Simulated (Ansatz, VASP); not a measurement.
One calculation of Rh, two programs

Contents of POSCAR:

```
Rh
1.0
    2.7309790000      0.0000000000      0.0000000000
   -1.3654895000      2.3650971912      0.0000000000
    0.0000000000      0.0000000000      4.4284890000
Rh
2
Direct
    0.6666666667      0.3333333333      0.7500000000
    0.3333333333      0.6666666667      0.2500000000
```

The input INCAR.step1:

```
PREC = Accurate ; ENCUT = 520
ISMEAR = 1 ; SIGMA = 0.5
LREAL = F ; LASPH = T
NELM = 80 ; NBANDS = 22
GGA = PE ; ALGO = Normal
EDIFF = 1E-4 ; LWAVE = T
LCHARG = F
```

Contents of INCAR.step2:

```
PREC = Accurate ; ENCUT = 520
EDIFF = 1E-6 ; ISMEAR = 1
SIGMA = 0.5 ; LREAL = F
LASPH = T ; NELM = 80
ALGO = Normal ; ISIF = 2
LWAVE = F ; LCHARG = F
METAGGA = R2SCAN ; LMIXTAU = T
NBANDS = 22 ; ISTART = 1
```

KPOINTS

```
Automatic mesh
0
Gamma
  11 11 6
```

Input for Ansatz:

```yaml
crystal:
  lattice:
    a: 2.730979
    b: 2.730979
    c: 4.428489
    alpha: 90.0
    beta: 90.0
    gamma: 120.0
  atoms:
    - { symbol: Rh, position: [0.6666666666666666, 0.3333333333333333, 0.75] }
    - { symbol: Rh, position: [0.3333333333333333, 0.6666666666666666, 0.25] }
kpoints:
  mp_grid:
    grid: [11, 11, 6]
hamiltonian:
  xc: r2scan
  pseudopotentials:
    kind: paw
scf:
  convergence:
    dr2_threshold: 1.0e-09
  occupations:
    method: methfessel_paxton
    width: 0.5
output:
  forces: true
  stress: true
```

Alike in both runs: task single point; functional r2SCAN; k mesh 11 × 11 × 6; occupations methfessel-paxton of order 1, width 0.5 eV; no spin polarisation.

|  | VASP | Ansatz |
| --- | --- | --- |
| version | VASP 6.6.1 | Ansatz 0.2.0 |
| potentials or method | VASP PAW PBE potentials, release 64 (Rh_pv) | plane waves, PAW |
| plane-wave cutoff (eV) | 520 | 500 |
| valence electrons in the cell | 30 | 34 |

VASP gave:

| Quantity | Value |
| --- | --- |
| pressure (GPa) | -8.5 |
| traceless stress, the component that is largest in VASP (GPa) | -1.04 |

**Question.** Estimate Ansatz's values.

**Answer.** Pressure (GPa): -9.5; traceless stress, the component that is largest in VASP (GPa): -1.05.

VASP's potentials were made for PBE, not for r2SCAN. With one functional, cell and mesh, what is left measures potentials, basis and numerics. VASP's potentials hold 30 valence electrons a cell and Ansatz's 34, so a difference there can come from the potentials and not from the codes. Ansatz's warnings: stress scf threshold loose.
